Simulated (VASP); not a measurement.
Wanted: the native input for a VASP 6.6.1 run.

| Property | Result |
| --- | --- |
| Task | single point |
| Functional | LDA |
| Potentials or basis | VASP PAW LDA potentials, release 64 (Mo_sv) |
| Cutoff | 520 eV |
| k mesh | 12 × 12 × 12 |
| Occupations | fermi-dirac, width 0.05 eV |
| Spin | no spin polarisation |
| Dipole correction | no |
| Further INCAR settings | ALGO = Normal; EDIFF = 1e-07; NBANDS = 13 |

The structure of Mo lies in POSCAR:

```
Mo
1.0
   -1.5942980787      1.5942980787      1.5942980787
    1.5942980787     -1.5942980787      1.5942980787
    1.5942980787      1.5942980787     -1.5942980787
Mo
1
Direct
    0.0000000000      0.0000000000      0.0000000000
```

This cell differs from its parent crystal: volume scaled by 1.02.

These files were run (other wordings do the same):

INCAR

```
ALGO = Normal
EDIFF = 1E-7
ENCUT = 520
GGA = CA
ISIF = 2
ISMEAR = -1
LASPH = True
LCHARG = True
LELF = True
LREAL = False
LVHAR = True
LWAVE = False
NBANDS = 13
NELM = 60
PREC = Accurate
SIGMA = 0.05
```

KPOINTS

```
k-points
0
Gamma
  12 12 12
```

Potentials or basis: VASP PAW LDA potentials, release 64 (Mo_sv).

The run is started by

```bash
$ cat potpaw_LDA.64/Mo_sv/POTCAR > POTCAR
$ mpirun -np 1 vasp_std > vasp.out
```

It gave:

```yaml
Pressure: -17.7 GPa
Band_gap_on_the_k_mesh: zero (band 7 reaches 15.69 eV, above the bottom of band 8 at 10.58 eV)
```

It took 31 s on 1 thread of AMD EPYC 7R13, with other jobs on the host, peak memory 0.11 GiB.
